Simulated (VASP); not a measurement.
# In4Ru (Im-3m) in VASP: notebook

The runs below take In4Ru through relaxation of cell and atoms, with PBE.

All numbers are computed with VASP 6.6.1; they aren't measurements. Logs are shortened: lines on timing, memory, paths and dates and some standing lists are left out, and cuts for length are marked.

## Step 1: The cell of the first run

Symmetry: Im-3m, No. 229, cubic system. The conventional cell has a = 6.040 Å, b = 6.040 Å, c = 6.040 Å, α = 90.00°, β = 90.00°, γ = 90.00°. Within 3.5 Å of In (site symmetry -3m) lie 2 Ru at 2.62 Å and 6 In at 3.02 Å. Within 3.5 Å of Ru (site symmetry m-3m) lie 8 In at 2.62 Å.

## Step 2: Relaxation of cell and atoms, PBE

Contents of INCAR:

```
ALGO = Normal
EDIFF = 1E-7
EDIFFG = -0.08
ENCUT = 600
GGA = PE
IBRION = 2
ISIF = 3
ISMEAR = 0
LASPH = T
LCHARG = F
LREAL = F
LWAVE = F
NELM = 100
NSW = 36
PREC = Accurate
SIGMA = 0.2
```

Contents of KPOINTS:

```
k-points
0
Gamma
  4 4 4
```

Contents of POSCAR:

```
In4Ru
1.0
   -3.0200000000      3.0200000000      3.0200000000
    3.0200000000     -3.0200000000      3.0200000000
    3.0200000000      3.0200000000     -3.0200000000
In Ru
4 1
Direct
    0.0000000000      0.5000000000      0.0000000000
    0.0000000000      0.0000000000      0.5000000000
    0.5000000000      0.5000000000      0.5000000000
    0.5000000000      0.0000000000      0.0000000000
    0.0000000000      0.0000000000      0.0000000000
```

Potentials or basis: VASP PAW PBE potentials, release 64 (In_d, Ru_pv).

The run is started by

```bash
cat potpaw_PBE.64/In_d/POTCAR potpaw_PBE.64/Ru_pv/POTCAR > POTCAR
mpirun -np 1 vasp_std > vasp.out
```

OUTCAR:

```text
EDIFF = 1E-7
   EDIFFG = -0.08
   ENCUT = 600
   GGA = PE
   IBRION = 2
   ISIF = 3
   ISMEAR = 0
   LASPH = T
   LREAL = F
   NELM = 100
   NSW = 36
   PREC = Accurate

 ion  position               nearest neighbor table
   1  0.000  0.500  0.000-   5 2.62   5 2.62   4 3.02   2 3.02   3 3.02   2 3.02   3 3.02   4 3.02

   2  0.000  0.000  0.500-   5 2.62   5 2.62   4 3.02   1 3.02   3 3.02   1 3.02   4 3.02   3 3.02

   3  0.500  0.500  0.500-   5 2.62   5 2.62   4 3.02   1 3.02   4 3.02   1 3.02   2 3.02   2 3.02

   4  0.500  0.000  0.000-   5 2.62   5 2.62   3 3.02   1 3.02   3 3.02   2 3.02   2 3.02   1 3.02

   5  0.000  0.000  0.000-   1 2.62   2 2.62   3 2.62   4 2.62   2 2.62   1 2.62   4 2.62   3 2.62

  LATTYP: Found a body centered cubic cell.
 ALAT       =     6.0400000000

  Lattice vectors:

 A1 = (  -3.0200000000,   3.0200000000,   3.0200000000)
 A2 = (   3.0200000000,  -3.0200000000,   3.0200000000)
 A3 = (   3.0200000000,   3.0200000000,  -3.0200000000)

Analysis of symmetry for initial positions (statically):
=====================================================================
 Subroutine PRICEL returns:
 Original cell was already a primitive cell.

 Routine SETGRP: Setting up the symmetry group for a
 body centered cubic supercell.

 Subroutine GETGRP returns: Found 48 space group operations
 (whereof 48 operations were pure point group operations)
 out of a pool of 48 trial point group operations.

The static configuration has the point symmetry O_h .

Analysis of symmetry for dynamics (positions and initial velocities):
=====================================================================
 Subroutine PRICEL returns:
 Original cell was already a primitive cell.

 Routine SETGRP: Setting up the symmetry group for a
 body centered cubic supercell.

 Subroutine GETGRP returns: Found 48 space group operations
 (whereof 48 operations were pure point group operations)
 out of a pool of 48 trial point group operations.

The dynamic configuration has the point symmetry O_h .

 Subroutine INISYM returns: Found 48 space group operations
 (whereof 48 operations are pure point group operations),
 and found     1 'primitive' translations

----------------------------------------------------------------------------------------

                                     Primitive cell

  volume of cell :     110.1744

  direct lattice vectors                    reciprocal lattice vectors
    -3.020000000  3.020000000  3.020000000     0.000000000  0.165562914  0.165562914
     3.020000000 -3.020000000  3.020000000     0.165562914  0.000000000  0.165562914
     3.020000000  3.020000000 -3.020000000     0.165562914  0.165562914  0.000000000

  length of vectors
     5.230793439  5.230793439  5.230793439     0.234141318  0.234141318  0.234141318
[... 81 lines left out ...]
   NELECT =      66.0000    total number of electrons
   NUPDOWN=      -1.0000    fix difference up-down
   EMIN   =  10.00;   EMAX   =-10.00  energy-range for DOS
   EFERMI =   0.00;   METHOD = LEGACY
   ISMEAR =     0;   SIGMA  =   0.20  broadening in eV -4-tet -1-fermi 0-gaus
   EFERMI_NEDOS =   21; number of points for ismear=-14 and -15
   IALGO  =     38    algorithm
   IMIX   =      4    mixing-type and parameters
     AMIX     =   0.40;   BMIX     =  1.00
     AMIX_MAG =   1.60;   BMIX_MAG =  1.00
  volume/ion in A,a.u.               =      22.03       148.70
  Fermi-wavevector in a.u.,A,eV,Ry     =   1.380053  2.607923 25.912938  1.904547
  Thomas-Fermi vector in A             =   2.504966
   LORBIT       =      0    0 simple, 1 ext, 2 COOP (PROOUT), +10 PAW based schemes
   GGA     = PE    functional components
   LHFCALC =     F    Hartree Fock is set to
   AEXX    =    0.0000 exact exchange contribution
   IVDW    =     0    specifies the selected vdW correction
   LEPSILON=     F    determine dielectric tensor
   LRPA    =     F    only Hartree local field effects (RPA)
 conjugate gradient relaxation of ions
 non-spin polarized calculation
 Gauss-broadening in eV      SIGMA  =   0.20
  energy-cutoff  :      600.00
  volume of cell :      110.17
 maximum number of plane-waves:      3700
 NGX is ok and might be reduce to    42
   NGX = 21   NGY = 21   NGZ = 21

--------------------------------------- Ionic step        1  -------------------------------------------

 number of electron      66.0000024 magnetization

 Free energy of the ion-electron system (eV)
  ---------------------------------------------------
  ext. energy  EPLUGINS =         0.00000000
  ---------------------------------------------------
  free energy    TOTEN  =       -19.13620005 eV

  energy without entropy =      -19.05167075  energy(sigma->0) =      -19.09393540

------------------------ aborting loop because EDIFF is reached ----------------------------------------

  FORCE on cell =-STRESS in cart. coord.  units (eV):
  Direction    XX          YY          ZZ          XY          YZ          ZX
  --------------------------------------------------------------------------------------
  -------------------------------------------------------------------------------------
  Total        7.9600919      7.9600919      7.9600919      0.0000000      0.0000000      0.0000000
  in kB      115.7571546    115.7571546    115.7571546      0.0000000      0.0000000      0.0000000
  external PRESSURE =     115.7571546 kB  Pullay stress =       0.0000000 kB
[... 26 lines left out ...]
--------------------------------------- Ionic step        2  -------------------------------------------

 number of electron      65.9999968 magnetization

 E-fermi :   6.4638     XC(G=0):  -9.8447

 val. band max:        6.3497815838   @ k =   0.2500   0.0000   0.0000
 cond. band min:       6.4716613421   @ k =   0.5000   0.5000   0.2500
 fundamental gap:      0.1218797583
 Fermi energy:         6.4637519833

 k-point     1 :       0.0000    0.0000    0.0000
  band No.  band energies     occupation
      1     -35.9023      2.00000
      2     -35.9023      2.00000
      3     -35.9023      2.00000
      4      -8.5181      2.00000
      5      -8.5181      2.00000
      6      -8.3797      2.00000
[... 363 lines left out ...]
--------------------------------------- Ionic step        3  -------------------------------------------

 number of electron      66.0000023 magnetization

 Free energy of the ion-electron system (eV)
  ---------------------------------------------------
  ext. energy  EPLUGINS =         0.00000000
  ---------------------------------------------------
  free energy    TOTEN  =       -19.57413393 eV

  energy without entropy =      -19.47843302  energy(sigma->0) =      -19.52628347

 E-fermi :   7.5636     XC(G=0): -10.3386

 val. band max:        7.4513328980   @ k =   0.2500   0.0000   0.0000
 cond. band min:       7.5665257078   @ k =   0.5000   0.5000   0.2500
 fundamental gap:      0.1151928098
 Fermi energy:         7.5635550426

 k-point     1 :       0.0000    0.0000    0.0000
  band No.  band energies     occupation
      1     -34.8893      2.00000
      2     -34.8893      2.00000
      3     -34.8893      2.00000
      4      -7.5487      2.00000
      5      -7.5487      2.00000
      6      -7.4073      2.00000
[... 357 lines left out ...]
  FREE ENERGIE OF THE ION-ELECTRON SYSTEM (eV)
  ---------------------------------------------------
  free  energy   TOTEN  =       -19.5741339252 eV

  energy  without entropy=      -19.4784330194  energy(sigma->0) =      -19.52628347

 reached required accuracy - stopping structural energy minimisation
```

OSZICAR:

```text
N       E                     dE             d eps       ncg     rms          rms(c)
DAV:   1     0.836279634932E+03    0.83628E+03   -0.35238E+04   624   0.266E+03
DAV:   2     0.759521751837E+02   -0.76033E+03   -0.74350E+03   624   0.644E+02
DAV:   3    -0.159854143747E+02   -0.91938E+02   -0.89625E+02   717   0.239E+02
[... 43 lines left out ...]
DAV:  11    -0.195741330222E+02    0.35750E-04   -0.13574E-04   758   0.712E-02    0.706E-02
DAV:  12    -0.195741334146E+02   -0.39241E-06   -0.90374E-06   739   0.175E-02    0.334E-02
DAV:  13    -0.195741342760E+02   -0.86143E-06   -0.58468E-07   700   0.502E-03    0.463E-03
DAV:  14    -0.195741340249E+02    0.25110E-06   -0.25107E-07   511   0.492E-03    0.633E-03
DAV:  15    -0.195741339252E+02    0.99715E-07   -0.28224E-08   333   0.167E-03
   3 F= -.19574134E+02 E0= -.19526283E+02  d E =-.437934E+00
```

Wall time 83 s (1 thread of Intel Xeon 6975P-C (Granite Rapids), shared host); peak memory 0.28 GiB.

What came out:

| Property | Result |
| --- | --- |
| Free energy | -19.5741 eV |
| Relaxed volume | 24.79 Å³/atom |
| Relaxed cell | a = 5.440 Å, b = 5.440 Å, c = 5.440 Å, α = 109.47°, β = 109.47°, γ = 109.47° |
| Space group after relaxing (to 0.1 Å) | Im-3m (No. 229) |
| Energy gained by relaxing | 87.6 meV/atom |
| Ionic steps | 3 |
| Pressure after relaxing | -0.1 GPa |
| Band gap on the k mesh | zero (bands 33 and 34 overlap by 3.38 eV) |

Step by step:
```csv
step,energy change (eV),largest force (eV/Å),pressure (GPa),volume (Å³)
1,0.0000,0.0000,11.58,110.17
2,-0.1583,0.0000,-5.78,137.56
3,-0.4379,0.0000,-0.09,123.96
```

Final structure:
```
In Ru
1.0
    -3.14107    3.14107    3.14107
     3.14107   -3.14107    3.14107
     3.14107    3.14107   -3.14107
In Ru
4 1
Direct
  0.00000 0.50000 0.00000
  0.00000 0.00000 0.50000
  0.50000 0.50000 0.50000
  0.50000 0.00000 0.00000
  0.00000 0.00000 0.00000
```

Caveat: the k points lie up to 0.35 Å⁻¹ apart in the final cell, too coarse for converged energies and pressures of a metal; spin-orbit coupling is left out, which moves the levels of the heavy elements.

[end of part 1 of 2]
